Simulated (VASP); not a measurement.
# Zn in VASP: a series of runs, part 2 of 3

VASP 6.6.1. The steps go on from the part before.

## 3. Single point, r2SCAN (biaxial strain in the a-b plane: +1.0 %, then relaxed in part)

The input, POSCAR:

```
Zn
1.0
    2.6212112634      0.0000000000      0.0000000000
   -1.3106056317      2.2700355428      0.0000000000
    0.0000000000      0.0000000000      4.9053549947
Zn
2
Direct
    0.3333333333      0.6666666667      0.2500000000
    0.6666666667      0.3333333333      0.7500000000
```

The input, INCAR.step1:

```
SYSTEM = Zn
PREC = Accurate
ENCUT = 520
ISMEAR = 0
SIGMA = 0.1
LREAL = .FALSE.
LASPH = .TRUE.
NELM = 80
NBANDS = 19
GGA = PE
ALGO = Normal
EDIFF = 1E-4
LWAVE = .TRUE.
LCHARG = .FALSE.
```

The input, INCAR.step2:

```
SYSTEM = Zn
PREC = Accurate
ENCUT = 520
EDIFF = 1E-7
ISMEAR = 0
SIGMA = 0.1
LREAL = .FALSE.
LASPH = .TRUE.
NELM = 80
ALGO = Normal
ISIF = 2
LWAVE = .FALSE.
LCHARG = .FALSE.
METAGGA = R2SCAN
LMIXTAU = .TRUE.
NBANDS = 19
ISTART = 1
```

The input, KPOINTS:

```
regular mesh
0
G
  24 24 10
  0 0 0
```

Potentials or basis: VASP PAW PBE potentials, release 64 (Zn).

Started as:

```console
$ cat potpaw_PBE.64/Zn/POTCAR > POTCAR
$ cp INCAR.step1 INCAR
$ mpirun -np 1 vasp_std > vasp.out
$ cp INCAR.step2 INCAR
$ mpirun -np 1 vasp_std > vasp.out
```

OUTCAR:

```text
SYSTEM = Zn
   PREC = Accurate
   ENCUT = 520
   EDIFF = 1E-7
   ISMEAR = 0
   LREAL = .FALSE.
   LASPH = .TRUE.
   NELM = 80
   ISIF = 2
   METAGGA = R2SCAN
   ISTART = 1

 ion  position               nearest neighbor table
   1  0.333  0.667  0.250-   2 2.88   2 2.88   2 2.88   2 2.88   2 2.88   2 2.88
   2  0.667  0.333  0.750-   1 2.88   1 2.88   1 2.88   1 2.88   1 2.88   1 2.88

  LATTYP: Found a hexagonal cell.
 ALAT       =     2.6212112634
 C/A-ratio  =     1.8714077202

  Lattice vectors:

 A1 = (   2.6212112634,   0.0000000000,   0.0000000000)
 A2 = (  -1.3106056317,   2.2700355428,   0.0000000000)
 A3 = (   0.0000000000,   0.0000000000,   4.9053549947)

Analysis of symmetry for initial positions (statically):
=====================================================================
 Subroutine PRICEL returns:
 Original cell was already a primitive cell.

 Routine SETGRP: Setting up the symmetry group for a
 hexagonal supercell.

 Subroutine GETGRP returns: Found 24 space group operations
 (whereof 12 operations were pure point group operations)
 out of a pool of 24 trial point group operations.

The static configuration has the point symmetry D_3d.
 The point group associated with its full space group is D_6h.

Analysis of symmetry for dynamics (positions and initial velocities):
=====================================================================
 Subroutine PRICEL returns:
 Original cell was already a primitive cell.

 Routine SETGRP: Setting up the symmetry group for a
 hexagonal supercell.

 Subroutine GETGRP returns: Found 24 space group operations
 (whereof 12 operations were pure point group operations)
 out of a pool of 24 trial point group operations.

The dynamic configuration has the point symmetry D_3d.
 The point group associated with its full space group is D_6h.

 Subroutine INISYM returns: Found 24 space group operations
 (whereof 12 operations are pure point group operations),
 and found     1 'primitive' translations

[... 111 lines left out ...]
   IALGO  =     38    algorithm
   IMIX   =      4    mixing-type and parameters
     AMIX     =   0.40;   BMIX     =  1.00
     AMIX_MAG =   1.60;   BMIX_MAG =  1.00
  volume/ion in A,a.u.               =      14.59        98.49
  Fermi-wavevector in a.u.,A,eV,Ry     =   1.533711  2.898294 32.004569  2.352269
  Thomas-Fermi vector in A             =   2.640740
   LORBIT       =      0    0 simple, 1 ext, 2 COOP (PROOUT), +10 PAW based schemes
   METAGGA = R2SCAN    functional components
   LHFCALC =     F    Hartree Fock is set to
   AEXX    =    0.0000 exact exchange contribution
   IVDW    =     0    specifies the selected vdW correction
   LEPSILON=     F    determine dielectric tensor
   LRPA    =     F    only Hartree local field effects (RPA)
 non-spin polarized calculation
 Gauss-broadening in eV      SIGMA  =   0.10
  energy-cutoff  :      520.00
  volume of cell :       29.19
 maximum number of plane-waves:       804
 NGX is ok and might be reduce to    20
   NGX =  9   NGY =  9   NGZ = 19

 number of electron      24.0000021 magnetization

 Free energy of the ion-electron system (eV)
  ---------------------------------------------------
  ext. energy  EPLUGINS =         0.00000000
  ---------------------------------------------------
  free energy    TOTEN  =       -17.80199513 eV

  energy without entropy =      -17.80071314  energy(sigma->0) =      -17.80135413

 E-fermi :   3.2389     XC(G=0): -12.8770

 val. band max:        3.2263683699   @ k =   0.2083   0.0833   0.1000
 cond. band min:       3.2420806496   @ k =   0.3333   0.0833   0.0000
 fundamental gap:      0.0157122797
 Fermi energy:         3.2388718119

 k-point     1 :       0.0000    0.0000    0.0000
  band No.  band energies     occupation
      1      -7.9312      2.00000
      2      -5.9074      2.00000
      3      -5.0957      2.00000
      4      -4.8255      2.00000
      5      -4.8254      2.00000
      6      -4.7719      2.00000
[... 505 lines left out ...]
      6      -4.6661      2.00000
[... 11 lines left out ...]
     18      19.4416      0.00000
     19      19.6028      0.00000

 [... further k-points ...]

------------------------ aborting loop because EDIFF is reached ----------------------------------------

  FORCE on cell =-STRESS in cart. coord.  units (eV):
  Direction    XX          YY          ZZ          XY          YZ          ZX
  --------------------------------------------------------------------------------------
  -------------------------------------------------------------------------------------
  Total       -0.1848208     -0.1848208      0.0592905      0.0000000     -0.0000000     -0.0000000
  in kB      -10.1450992    -10.1450992      3.2545464      0.0000000     -0.0000000     -0.0000000
  external PRESSURE =      -5.6785507 kB  Pullay stress =       0.0000000 kB

 VOLUME and BASIS-vectors are now :
 -----------------------------------------------------------------------------
  energy-cutoff  :      520.00
  volume of cell :       29.19
      direct lattice vectors                 reciprocal lattice vectors
     2.621211263  0.000000000  0.000000000     0.381503015  0.220260868  0.000000000
    -1.310605632  2.270035543  0.000000000     0.000000000  0.440521737  0.000000000
     0.000000000  0.000000000  4.905354995     0.000000000  0.000000000  0.203858844

 POSITION                                       TOTAL-FORCE (eV/Angst)
 -----------------------------------------------------------------------------------
     -0.00000      1.51336      1.22634        -0.000000     -0.000000      0.000000
      1.31061      0.75668      3.67902         0.000000      0.000000      0.000000
 -----------------------------------------------------------------------------------
    total drift:                               -0.000000      0.000000      0.000000

  FREE ENERGIE OF THE ION-ELECTRON SYSTEM (eV)
  ---------------------------------------------------
  free  energy   TOTEN  =       -17.8019951256 eV

  energy  without entropy=      -17.8007131396  energy(sigma->0) =      -17.80135413
```

OSZICAR.step1:

```text
N       E                     dE             d eps       ncg     rms          rms(c)
DAV:   1     0.111848886201E+03    0.11185E+03   -0.12320E+04 14540   0.202E+03
DAV:   2     0.258862972461E+01   -0.10926E+03   -0.10550E+03 13995   0.294E+02
DAV:   3    -0.240690745113E+01   -0.49955E+01   -0.49752E+01 15584   0.693E+01
DAV:   4    -0.243577532593E+01   -0.28868E-01   -0.28861E-01 15162   0.541E+00
DAV:   5    -0.243581101205E+01   -0.35686E-04   -0.35686E-04 14970   0.172E-01    0.437E+00
DAV:   6    -0.221945966594E+01    0.21635E+00   -0.82455E-01 15469   0.195E+01    0.321E+00
DAV:   7    -0.220892619545E+01    0.10533E-01   -0.28438E-02 17600   0.287E+00    0.164E+00
DAV:   8    -0.220391979886E+01    0.50064E-02   -0.17798E-03 19301   0.665E-01    0.478E-02
DAV:   9    -0.220392282465E+01   -0.30258E-05   -0.21939E-04 12158   0.201E-01
   1 F= -.22039228E+01 E0= -.22032684E+01  d E =-.130882E-02
```

Wall time 5.3 min (1 thread of Intel Xeon 6975P-C (Granite Rapids), shared host); peak memory 0.27 GiB.

Results:

- Free energy: -17.8020 eV
- Pressure: -0.6 GPa
- Band gap on the k mesh: zero (bands 12 and 13 overlap by 4.70 eV)

Stress tensor (GPa, compression positive):
```
-1.01  0.00  0.00
 0.00 -1.01  0.00
 0.00  0.00  0.33
```

Caveat: the cell differs from its parent crystal (biaxial strain in the a-b plane: +1.0 %, then relaxed in part); the PAW data sets were made with another functional, which shifts forces and pressure a little.

## 4. Single point, r2SCAN (biaxial strain in the a-b plane: +1.0 %)

POSCAR, as its differences from that of step 3:

```diff
@@ -4,3 +4,3 @@
    -1.3106056317      2.2700355428      0.0000000000
-    0.0000000000      0.0000000000      4.9053549947
+    0.0000000000      0.0000000000      4.9607616808
 Zn
```

The input, INCAR.step1:

```
SYSTEM = Zn
PREC = Accurate ; ENCUT = 520
ISMEAR = 0 ; SIGMA = 0.1
LREAL = .False. ; LASPH = .True.
NELM = 100 ; NBANDS = 19
GGA = PE ; ALGO = Normal
EDIFF = 1E-4 ; LWAVE = .True.
LCHARG = .False.
```

The input, INCAR.step2:

```
SYSTEM = Zn
PREC = Accurate ; ENCUT = 520
EDIFF = 1E-7 ; ISMEAR = 0
SIGMA = 0.1 ; LREAL = .False.
LASPH = .True. ; NELM = 100
ALGO = Normal ; ISIF = 2
LWAVE = .False. ; LCHARG = .False.
METAGGA = R2SCAN ; LMIXTAU = .True.
NBANDS = 19 ; ISTART = 1
```

The input, KPOINTS:

```
regular mesh
0
Gamma
  24 24 10
  0 0 0
```

Potentials or basis: VASP PAW PBE potentials, release 64 (Zn).

Started as:

```console
$ cat potpaw_PBE.64/Zn/POTCAR > POTCAR
$ cp INCAR.step1 INCAR
$ mpirun -np 1 vasp_std > vasp.out
$ cp INCAR.step2 INCAR
$ mpirun -np 1 vasp_std > vasp.out
```

OUTCAR:

```text
SYSTEM = Zn
   PREC = Accurate
   ENCUT = 520
   EDIFF = 1E-7
   ISMEAR = 0
   LREAL = .False.
   LASPH = .True.
   NELM = 100
   ISIF = 2
   METAGGA = R2SCAN
   ISTART = 1

 ion  position               nearest neighbor table
   1  0.333  0.667  0.250-   2 2.91   2 2.91   2 2.91   2 2.91   2 2.91   2 2.91
   2  0.667  0.333  0.750-   1 2.91   1 2.91   1 2.91   1 2.91   1 2.91   1 2.91

  LATTYP: Found a hexagonal cell.
 ALAT       =     2.6212112634
 C/A-ratio  =     1.8925455380

  Lattice vectors:

[... 718 lines left out ...]
------------------------ aborting loop because EDIFF is reached ----------------------------------------

  FORCE on cell =-STRESS in cart. coord.  units (eV):
  Direction    XX          YY          ZZ          XY          YZ          ZX
  --------------------------------------------------------------------------------------
  -------------------------------------------------------------------------------------
  Total       -0.2706415     -0.2706415     -0.1331382      0.0000000      0.0000000     -0.0000000
  in kB      -14.6900021    -14.6900021     -7.2265389      0.0000000      0.0000000     -0.0000000
  external PRESSURE =     -12.2021810 kB  Pullay stress =       0.0000000 kB

 VOLUME and BASIS-vectors are now :
 -----------------------------------------------------------------------------
  energy-cutoff  :      520.00
  volume of cell :       29.52
      direct lattice vectors                 reciprocal lattice vectors
     2.621211263  0.000000000  0.000000000     0.381503015  0.220260868  0.000000000
    -1.310605632  2.270035543  0.000000000     0.000000000  0.440521737  0.000000000
     0.000000000  0.000000000  4.960761681     0.000000000  0.000000000  0.201581947

 POSITION                                       TOTAL-FORCE (eV/Angst)
 -----------------------------------------------------------------------------------
     -0.00000      1.51336      1.24019         0.000000     -0.000000      0.000000
      1.31061      0.75668      3.72057        -0.000000      0.000000      0.000000
 -----------------------------------------------------------------------------------
    total drift:                               -0.000000      0.000000      0.000000

  FREE ENERGIE OF THE ION-ELECTRON SYSTEM (eV)
  ---------------------------------------------------
  free  energy   TOTEN  =       -17.8006419068 eV

  energy  without entropy=      -17.7990089271  energy(sigma->0) =      -17.79982542
```

OSZICAR.step1:

```text
N       E                     dE             d eps       ncg     rms          rms(c)
DAV:   1     0.112837318661E+03    0.11284E+03   -0.12313E+04 14396   0.201E+03
DAV:   2     0.262339497814E+01   -0.11021E+03   -0.10654E+03 14019   0.295E+02
DAV:   3    -0.240740535328E+01   -0.50308E+01   -0.50118E+01 15535   0.695E+01
DAV:   4    -0.243689504884E+01   -0.29490E-01   -0.29483E-01 15198   0.549E+00
DAV:   5    -0.243693204098E+01   -0.36992E-04   -0.36992E-04 14965   0.176E-01    0.428E+00
DAV:   6    -0.222513613191E+01    0.21180E+00   -0.81388E-01 15481   0.193E+01    0.315E+00
DAV:   7    -0.221496188044E+01    0.10174E-01   -0.28082E-02 17622   0.284E+00    0.161E+00
DAV:   8    -0.221009177719E+01    0.48701E-02   -0.18311E-03 19144   0.668E-01    0.482E-02
DAV:   9    -0.221009758362E+01   -0.58064E-05   -0.23015E-04 12400   0.203E-01
   1 F= -.22100976E+01 E0= -.22092467E+01  d E =-.170172E-02
```

Run time: 5.7 min. Hardware: 1 thread of Intel Xeon 6975P-C (Granite Rapids), shared host; peak memory 0.27 GiB.

Results:

| Quantity | Value |
| --- | --- |
| Free energy | -17.8006 eV |
| Pressure | -1.2 GPa |
| Band gap on the k mesh | zero (bands 12 and 13 overlap by 4.87 eV) |

Caveat: the cell differs from its parent crystal (biaxial strain in the a-b plane: +1.0 %); the PAW data sets were made with another functional, which shifts forces and pressure a little.

[end of part 2 of 3]
